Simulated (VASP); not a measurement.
# SnTe (F-43m) in VASP: settings compared

Aim: see how the results for SnTe move with the level of theory and the settings. Levels: r2SCAN+rVV10, r2SCAN+D3(BJ), r2SCAN+D4. Tasks: single point.

Everything below comes from runs of VASP 6.6.1. Logs are shortened: lines on timing, memory, paths and dates and some standing lists are left out, and cuts for length are marked.

### Step 1. The cell of the first run

It takes space group F-43m (No. 216, cubic). The conventional cell has a = 7.117 Å, b = 7.117 Å, c = 7.117 Å, α = 90.00°, β = 90.00°, γ = 90.00°. Te (site symmetry -43m) has 4 Sn at 3.08 Å within 4.1 Å. Sn (site symmetry -43m) has 4 Te at 3.08 Å within 4.1 Å.

### Step 2. Single point, r2SCAN+rVV10

Contents of POSCAR:

```
SnTe
1.0
    0.0000000000      3.5584506725      3.5584506725
    3.5584506725      0.0000000000      3.5584506725
    3.5584506725      3.5584506725      0.0000000000
Te Sn
1 1
Direct
    0.2500000000      0.2500000000      0.2500000000
    0.0000000000      0.0000000000      0.0000000000
```

Contents of INCAR.step1:

```
ALGO = Normal
EDIFF = 1E-4
ENCUT = 520
GGA = PE
ISMEAR = -1
LASPH = True
LCHARG = False
LREAL = False
LWAVE = True
NBANDS = 17
NELM = 80
PREC = Accurate
SIGMA = 0.05
```

Contents of INCAR.step2:

```
ALGO = Normal
BPARAM = 11.95
CPARAM = 0.0093
EDIFF = 1E-7
ENCUT = 520
ISIF = 2
ISMEAR = -1
ISTART = 1
IVDW_NL = 2
LASPH = True
LCHARG = False
LMIXTAU = True
LREAL = False
LUSE_VDW = True
LWAVE = False
METAGGA = R2SCAN
NBANDS = 17
NELM = 80
PREC = Accurate
SIGMA = 0.05
```

Contents of KPOINTS:

```
k-points
0
Gamma
  7 7 7
```

Potentials or basis: VASP PAW PBE potentials, release 64 (Te, Sn_d).

Run with:

```bash
$ cat potpaw_PBE.64/Te/POTCAR potpaw_PBE.64/Sn_d/POTCAR > POTCAR
$ cp INCAR.step1 INCAR
$ mpirun -np 1 vasp_std > vasp.out
$ cp INCAR.step2 INCAR
$ mpirun -np 1 vasp_std > vasp.out
```

OUTCAR:

```text
BPARAM = 11.95
   EDIFF = 1E-7
   ENCUT = 520
   ISIF = 2
   ISMEAR = -1
   ISTART = 1
   IVDW_NL = 2
   LASPH = True
   LREAL = False
   METAGGA = R2SCAN
   NELM = 80
   PREC = Accurate

 ion  position               nearest neighbor table
   1  0.250  0.250  0.250-   2 3.08   2 3.08   2 3.08   2 3.08
   2  0.000  0.000  0.000-   1 3.08   1 3.08   1 3.08   1 3.08

  LATTYP: Found a face centered cubic cell.
 ALAT       =     7.1169013450

  Lattice vectors:

 A1 = (   0.0000000000,   3.5584506725,   3.5584506725)
 A2 = (   3.5584506725,   0.0000000000,   3.5584506725)
 A3 = (   3.5584506725,   3.5584506725,   0.0000000000)

Analysis of symmetry for initial positions (statically):
=====================================================================
 Subroutine PRICEL returns:
 Original cell was already a primitive cell.

 Routine SETGRP: Setting up the symmetry group for a
 face centered cubic supercell.

 Subroutine GETGRP returns: Found 24 space group operations
 (whereof 24 operations were pure point group operations)
 out of a pool of 48 trial point group operations.

The static configuration has the point symmetry T_d .

Analysis of symmetry for dynamics (positions and initial velocities):
=====================================================================
 Subroutine PRICEL returns:
 Original cell was already a primitive cell.

 Routine SETGRP: Setting up the symmetry group for a
 face centered cubic supercell.

 Subroutine GETGRP returns: Found 24 space group operations
 (whereof 24 operations were pure point group operations)
 out of a pool of 48 trial point group operations.

The dynamic configuration has the point symmetry T_d .

 Subroutine INISYM returns: Found 24 space group operations
 (whereof 24 operations are pure point group operations),
 and found     1 'primitive' translations

----------------------------------------------------------------------------------------

                                     Primitive cell

  volume of cell :      90.1183

  direct lattice vectors                    reciprocal lattice vectors
     0.000000000  3.558450672  3.558450672    -0.140510589  0.140510589  0.140510589
     3.558450672  0.000000000  3.558450672     0.140510589 -0.140510589  0.140510589
     3.558450672  3.558450672  0.000000000     0.140510589  0.140510589 -0.140510589

  length of vectors
[... 76 lines left out ...]
   NELM   =     80;   NELMIN=  2; NELMDL=  0     # of ELM steps
   EDIFF  = 0.1E-06   stopping-criterion for ELM
   LREAL  =      F    real-space projection
   EDIFFG = 0.1E-05   stopping-criterion for IOM
   NSW    =      0    number of steps for IOM
   IBRION =     -1    ionic relax: 0-MD 1-quasi-New 2-CG
   NFREE  =      0    steps in history (QN), initial steepest desc. (CG)
   ISIF   =      2    stress and relaxation
   ISYM   =      2    0-nonsym 1-usesym 2-fastsym
   POTIM  = 0.5000    time-step for ionic-motion
   TEBEG  =    0.0;   TEEND  =   0.0 temperature during run
   PSTRESS=    0.0 pullay stress
   NELECT =      20.0000    total number of electrons
   NUPDOWN=      -1.0000    fix difference up-down
   EMIN   =  10.00;   EMAX   =-10.00  energy-range for DOS
   EFERMI =   0.00;   METHOD = LEGACY
   ISMEAR =    -1;   SIGMA  =   0.05  broadening in eV -4-tet -1-fermi 0-gaus
   EFERMI_NEDOS =   21; number of points for ismear=-14 and -15
   IALGO  =     38    algorithm
   IMIX   =      4    mixing-type and parameters
     AMIX     =   0.40;   BMIX     =  1.00
     AMIX_MAG =   1.60;   BMIX_MAG =  1.00
  volume/ion in A,a.u.               =      45.06       304.07
  Fermi-wavevector in a.u.,A,eV,Ry     =   0.991168  1.873036 13.366550  0.982414
  Thomas-Fermi vector in A             =   2.122890
   LORBIT       =      0    0 simple, 1 ext, 2 COOP (PROOUT), +10 PAW based schemes
   METAGGA = R2SCAN    functional components
   LHFCALC =     F    Hartree Fock is set to
   AEXX    =    0.0000 exact exchange contribution
   IVDW_NL    =     2    kernel type
   BPARAM     =11.9500
   IVDW    =     0    specifies the selected vdW correction
   LEPSILON=     F    determine dielectric tensor
   LRPA    =     F    only Hartree local field effects (RPA)
 non-spin polarized calculation
  energy-cutoff  :      520.00
  volume of cell :       90.12
 maximum number of plane-waves:      2448
 NGX is ok and might be reduce to    40
   NGX = 19   NGY = 19   NGZ = 19

 number of electron      20.0000004 magnetization

 Free energy of the ion-electron system (eV)
  ---------------------------------------------------
  ext. energy  EPLUGINS =         0.00000000
  ---------------------------------------------------
  free energy    TOTEN  =       -49.40261380 eV

  energy without entropy =      -49.40047099  energy(sigma->0) =      -49.40154239

 E-fermi :   3.4603     XC(G=0):  -8.2263

 val. band max:        3.3022526938   @ k =  -0.2857   0.4286   0.1429
 cond. band min:       3.5413688862   @ k =   0.4286   0.4286   0.0000
 fundamental gap:      0.2391161924
 Fermi energy:         3.4602564401

 k-point     1 :       0.0000    0.0000    0.0000
  band No.  band energies     occupation
      1     -19.0668      2.00000
      2     -19.0668      2.00000
      3     -19.0668      2.00000
      4     -19.0501      2.00000
      5     -19.0501      2.00000
      6      -8.8484      2.00000
[... 377 lines left out ...]
      4     -19.0506      2.00000
      5     -19.0495      2.00000
      6      -7.9531      2.00000
[... 9 lines left out ...]
     16      11.2055      0.00000
     17      12.5968      0.00000

------------------------ aborting loop because EDIFF is reached ----------------------------------------

  FORCE on cell =-STRESS in cart. coord.  units (eV):
  Direction    XX          YY          ZZ          XY          YZ          ZX
  --------------------------------------------------------------------------------------
  -------------------------------------------------------------------------------------
  Total        0.0450410      0.0450410      0.0450410      0.0000000      0.0000000      0.0000000
  in kB        0.8007667      0.8007667      0.8007667      0.0000000      0.0000000      0.0000000
  external PRESSURE =       0.8007667 kB  Pullay stress =       0.0000000 kB

 VOLUME and BASIS-vectors are now :
 -----------------------------------------------------------------------------
  energy-cutoff  :      520.00
  volume of cell :       90.12
      direct lattice vectors                 reciprocal lattice vectors
     0.000000000  3.558450672  3.558450672    -0.140510589  0.140510589  0.140510589
     3.558450672  0.000000000  3.558450672     0.140510589 -0.140510589  0.140510589
     3.558450672  3.558450672  0.000000000     0.140510589  0.140510589 -0.140510589

 POSITION                                       TOTAL-FORCE (eV/Angst)
 -----------------------------------------------------------------------------------
      1.77923      1.77923      1.77923         0.000000      0.000000      0.000000
      0.00000      0.00000      0.00000        -0.000000     -0.000000     -0.000000
 -----------------------------------------------------------------------------------
    total drift:                                0.000002      0.000002      0.000002

  FREE ENERGIE OF THE ION-ELECTRON SYSTEM (eV)
  ---------------------------------------------------
  free  energy   TOTEN  =       -49.4026137996 eV

  energy  without entropy=      -49.4004709884  energy(sigma->0) =      -49.40154239
```

OSZICAR.step1:

```text
N       E                     dE             d eps       ncg     rms          rms(c)
DAV:   1     0.120318525194E+03    0.12032E+03   -0.93064E+03   680   0.118E+03
DAV:   2     0.530998138324E+01   -0.11501E+03   -0.11218E+03   713   0.288E+02
DAV:   3    -0.680034684187E+01   -0.12110E+02   -0.11826E+02   845   0.903E+01
DAV:   4    -0.716776417325E+01   -0.36742E+00   -0.36722E+00   786   0.164E+01
DAV:   5    -0.718377557736E+01   -0.16011E-01   -0.16011E-01   998   0.328E+00    0.488E+00
DAV:   6    -0.705345477681E+01    0.13032E+00   -0.31915E-01   868   0.265E+00    0.318E+00
DAV:   7    -0.704990775938E+01    0.35470E-02   -0.81609E-02   720   0.108E+00    0.108E+00
DAV:   8    -0.705103585843E+01   -0.11281E-02   -0.10337E-02   772   0.680E-01    0.247E-01
DAV:   9    -0.705170558763E+01   -0.66973E-03   -0.23504E-03   724   0.315E-01    0.685E-02
DAV:  10    -0.705180795750E+01   -0.10237E-03   -0.40762E-04   784   0.114E-01    0.424E-02
DAV:  11    -0.705194931034E+01   -0.14135E-03   -0.27822E-04   692   0.739E-02    0.482E-02
DAV:  12    -0.705194868425E+01    0.62610E-06   -0.82405E-06   523   0.167E-02
   1 F= -.70519487E+01 E0= -.70507551E+01  d E =-.238723E-02
```

Run time: 5 min. Hardware: 1 thread of Intel Xeon Platinum 8488C (Sapphire Rapids), shared host; peak memory 0.5 GiB.

Results:

- Free energy: -49.4026 eV
- Pressure: 0.1 GPa
- Band gap on the k mesh: 0.24 eV (least direct gap 0.84 eV)

Levels at points of the mesh, in eV from the valence-band top:
```
           k point  band 8  band 9  band 10  band 11  band 12  band 13
(0.00, 0.00, 0.00)   -2.08   -2.08    -2.08     1.19     1.19     1.19
```

Caveat: semilocal functionals underestimate gaps, and a narrow one can read as zero; the PAW data sets were made with another functional, which shifts forces and pressure a little; spin-orbit coupling is left out, which moves the levels of the heavy elements; an odd mesh through Γ misses points on the zone boundary, where band edges can lie.

### Step 3. Single point, r2SCAN+D3(BJ)

This run uses another cell than the first one, of 45.50 Å³/atom.

Contents of POSCAR:

```
SnTe
1.0
    0.0000000000      3.5699155606      3.5699155606
    3.5699155606      0.0000000000      3.5699155606
    3.5699155606      3.5699155606      0.0000000000
Te Sn
1 1
Direct
    0.2500000000      0.2500000000      0.2500000000
    0.0000000000      0.0000000000      0.0000000000
```

Contents of INCAR.step1:

```
SYSTEM = SnTe
  PREC = Accurate
  ENCUT = 520
  ISMEAR = -1
  SIGMA = 0.05
  LREAL = .False.
  LASPH = .True.
  NELM = 100
  NBANDS = 17
  GGA = PE
  ALGO = Normal
  EDIFF = 1E-4
  LWAVE = .True.
  LCHARG = .False.
```

Contents of INCAR.step2:

```
SYSTEM = SnTe
  PREC = Accurate
  ENCUT = 520
  EDIFF = 1E-6
  ISMEAR = -1
  SIGMA = 0.05
  LREAL = .False.
  LASPH = .True.
  NELM = 100
  ALGO = Normal
  ISIF = 2
  LWAVE = .False.
  LCHARG = .False.
  METAGGA = R2SCAN
  LMIXTAU = .True.
  IVDW = 12
  VDW_S6 = 1.0
  VDW_S8 = 0.78981345
  VDW_A1 = 0.49484001
  VDW_A2 = 5.73083694
  NBANDS = 17
  ISTART = 1
```

Contents of KPOINTS:

```
regular mesh
0
Gamma
  7 7 7
  0 0 0
```

Potentials or basis: VASP PAW PBE potentials, release 64 (Te, Sn_d).

Run with:

```bash
$ cat potpaw_PBE.64/Te/POTCAR potpaw_PBE.64/Sn_d/POTCAR > POTCAR
$ cp INCAR.step1 INCAR
$ mpirun -np 1 vasp_std > vasp.out
$ cp INCAR.step2 INCAR
$ mpirun -np 1 vasp_std > vasp.out
```

OUTCAR:

```text
SYSTEM = SnTe
   PREC = Accurate
   ENCUT = 520
   EDIFF = 1E-6
   ISMEAR = -1
   LREAL = .False.
   LASPH = .True.
   NELM = 100
   ISIF = 2
   METAGGA = R2SCAN
   IVDW = 12
   ISTART = 1
 IVDW          = 12

 ion  position               nearest neighbor table
   1  0.250  0.250  0.250-   2 3.09   2 3.09   2 3.09   2 3.09
   2  0.000  0.000  0.000-   1 3.09   1 3.09   1 3.09   1 3.09

  LATTYP: Found a face centered cubic cell.
 ALAT       =     7.1398311212

  Lattice vectors:

 A1 = (   0.0000000000,   3.5699155606,   3.5699155606)
 A2 = (   3.5699155606,   0.0000000000,   3.5699155606)
 A3 = (   3.5699155606,   3.5699155606,   0.0000000000)

Analysis of symmetry for initial positions (statically):
=====================================================================
 Subroutine PRICEL returns:
 Original cell was already a primitive cell.

 Routine SETGRP: Setting up the symmetry group for a
 face centered cubic supercell.

 Subroutine GETGRP returns: Found 24 space group operations
 (whereof 24 operations were pure point group operations)
 out of a pool of 48 trial point group operations.

The static configuration has the point symmetry T_d .

Analysis of symmetry for dynamics (positions and initial velocities):
=====================================================================
 Subroutine PRICEL returns:
 Original cell was already a primitive cell.

 Routine SETGRP: Setting up the symmetry group for a
 face centered cubic supercell.

 Subroutine GETGRP returns: Found 24 space group operations
 (whereof 24 operations were pure point group operations)
 out of a pool of 48 trial point group operations.

The dynamic configuration has the point symmetry T_d .

 Subroutine INISYM returns: Found 24 space group operations
 (whereof 24 operations are pure point group operations),
 and found     1 'primitive' translations

----------------------------------------------------------------------------------------

[... 106 lines left out ...]
     AMIX     =   0.40;   BMIX     =  1.00
     AMIX_MAG =   1.60;   BMIX_MAG =  1.00
  volume/ion in A,a.u.               =      45.50       307.02
  Fermi-wavevector in a.u.,A,eV,Ry     =   0.987985  1.867020 13.280834  0.976114
  Thomas-Fermi vector in A             =   2.119478
   LORBIT       =      0    0 simple, 1 ext, 2 COOP (PROOUT), +10 PAW based schemes
   METAGGA = R2SCAN    functional components
   LHFCALC =     F    Hartree Fock is set to
   AEXX    =    0.0000 exact exchange contribution
   IVDW    =    12    specifies the selected vdW correction
   LEPSILON=     F    determine dielectric tensor
   LRPA    =     F    only Hartree local field effects (RPA)
 non-spin polarized calculation
  energy-cutoff  :      520.00
  volume of cell :       90.99
 maximum number of plane-waves:      2473
 NGX is ok and might be reduce to    40
   NGX = 19   NGY = 19   NGZ = 19

 number of electron      20.0000006 magnetization

 Free energy of the ion-electron system (eV)
  ---------------------------------------------------
  ext. energy  EPLUGINS =         0.00000000
  ---------------------------------------------------
  free energy    TOTEN  =       -50.06694333 eV

  energy without entropy =      -50.06563630  energy(sigma->0) =      -50.06628982

 E-fermi :   3.4226     XC(G=0):  -8.0987

 val. band max:        3.2295275393   @ k =  -0.2857   0.4286   0.1429
 cond. band min:       3.5426410376   @ k =   0.4286   0.4286   0.0000
 fundamental gap:      0.3131134983
 Fermi energy:         3.4226393140

 k-point     1 :       0.0000    0.0000    0.0000
  band No.  band energies     occupation
      1     -19.1569      2.00000
      2     -19.1569      2.00000
      3     -19.1569      2.00000
      4     -19.1413      2.00000
      5     -19.1413      2.00000
      6      -8.8584      2.00000
[... 377 lines left out ...]
      4     -19.1417      2.00000
      5     -19.1407      2.00000
      6      -7.9842      2.00000
[... 9 lines left out ...]
     16      11.1716      0.00000
     17      12.5642      0.00000

------------------------ aborting loop because EDIFF is reached ----------------------------------------

 Edisp (eV)   -0.28139

 E8    (eV) :    -0.1061

  FORCE on cell =-STRESS in cart. coord.  units (eV):
  Direction    XX          YY          ZZ          XY          YZ          ZX
  --------------------------------------------------------------------------------------
  -------------------------------------------------------------------------------------
  Total      -0.03728    -0.03728    -0.03728     0.00000    -0.00000    -0.00000
  in kB      -0.65644    -0.65644    -0.65644     0.00000    -0.00000    -0.00000
  external pressure =       -0.66 kB  Pullay stress =        0.00 kB

 VOLUME and BASIS-vectors are now :
 -----------------------------------------------------------------------------
  energy-cutoff  :      520.00
  volume of cell :       90.99
      direct lattice vectors                 reciprocal lattice vectors
     0.000000000  3.569915561  3.569915561    -0.140059335  0.140059335  0.140059335
     3.569915561  0.000000000  3.569915561     0.140059335 -0.140059335  0.140059335
     3.569915561  3.569915561  0.000000000     0.140059335  0.140059335 -0.140059335

 POSITION                                       TOTAL-FORCE (eV/Angst)
 -----------------------------------------------------------------------------------
      1.78496      1.78496      1.78496        -0.000000     -0.000000     -0.000000
      0.00000      0.00000      0.00000         0.000000      0.000000      0.000000
 -----------------------------------------------------------------------------------
    total drift:                                0.000002      0.000002      0.000002

  FREE ENERGIE OF THE ION-ELECTRON SYSTEM (eV)
  ---------------------------------------------------
  free  energy   TOTEN  =       -50.3483319107 eV

  energy  without entropy=      -50.3470248807  energy(sigma->0) =      -50.34767840
```

OUTCAR.step1:

```text
SYSTEM = SnTe
   PREC = Accurate
   ENCUT = 520
   ISMEAR = -1
   LREAL = .False.
   LASPH = .True.
[... 614 lines left out ...]
      1.78496      1.78496      1.78496         0.000000      0.000000      0.000000
      0.00000      0.00000      0.00000        -0.000000     -0.000000     -0.000000
 -----------------------------------------------------------------------------------
    total drift:                               -0.000000     -0.000000     -0.000000

  FREE ENERGIE OF THE ION-ELECTRON SYSTEM (eV)
  ---------------------------------------------------
  free  energy   TOTEN  =        -7.0572854794 eV

  energy  without entropy=       -7.0552236293  energy(sigma->0) =       -7.05625455
```

OSZICAR.step1:

```text
N       E                     dE             d eps       ncg     rms          rms(c)
DAV:   1     0.127199117932E+03    0.12720E+03   -0.95085E+03   680   0.120E+03
DAV:   2     0.540139287561E+01   -0.12180E+03   -0.11894E+03   744   0.304E+02
DAV:   3    -0.676759731945E+01   -0.12169E+02   -0.12057E+02   841   0.913E+01
DAV:   4    -0.717389553484E+01   -0.40630E+00   -0.40585E+00   802   0.175E+01
DAV:   5    -0.719275210426E+01   -0.18857E-01   -0.18856E-01   995   0.351E+00    0.475E+00
DAV:   6    -0.705838276063E+01    0.13437E+00   -0.33309E-01   881   0.270E+00    0.310E+00
DAV:   7    -0.705508523971E+01    0.32975E-02   -0.82390E-02   719   0.108E+00    0.109E+00
DAV:   8    -0.705635013761E+01   -0.12649E-02   -0.10352E-02   771   0.687E-01    0.243E-01
DAV:   9    -0.705701633830E+01   -0.66620E-03   -0.23730E-03   727   0.314E-01    0.679E-02
DAV:  10    -0.705714109172E+01   -0.12475E-03   -0.41479E-04   790   0.112E-01    0.422E-02
DAV:  11    -0.705728560136E+01   -0.14451E-03   -0.26994E-04   691   0.714E-02    0.450E-02
DAV:  12    -0.705728547942E+01    0.12194E-06   -0.75283E-06   524   0.174E-02
   1 F= -.70572855E+01 E0= -.70562546E+01  d E =-.206185E-02
```

Wall time 1.8 min (1 thread of Intel Xeon Platinum 8488C (Sapphire Rapids), shared host); peak memory 0.26 GiB.

What came out:

```yaml
Free_energy: -50.3483 eV
Pressure: -0.1 GPa
Band_gap_on_the_k_mesh: 0.31 eV (least direct gap 0.89 eV)
Dispersion_energy_per_atom: -0.141 eV
```

Levels at points of the mesh, in eV from the valence-band top:
```tsv
k point	band 6	band 7	band 8	band 9	band 10	band 11	band 12	band 13	band 14	band 15
(0.00, 0.00, 0.00)	-12.09	-4.95	-2.05	-2.05	-2.05	1.21	1.21	1.21	4.45	6.95
```

Caveat: three body term missing; semilocal functionals underestimate gaps, and a narrow one can read as zero; the PAW data sets were made with another functional, which shifts forces and pressure a little; spin-orbit coupling is left out, which moves the levels of the heavy elements; an odd mesh through Γ misses points on the zone boundary, where band edges can lie.

(Part 1 of 2 ends here.)
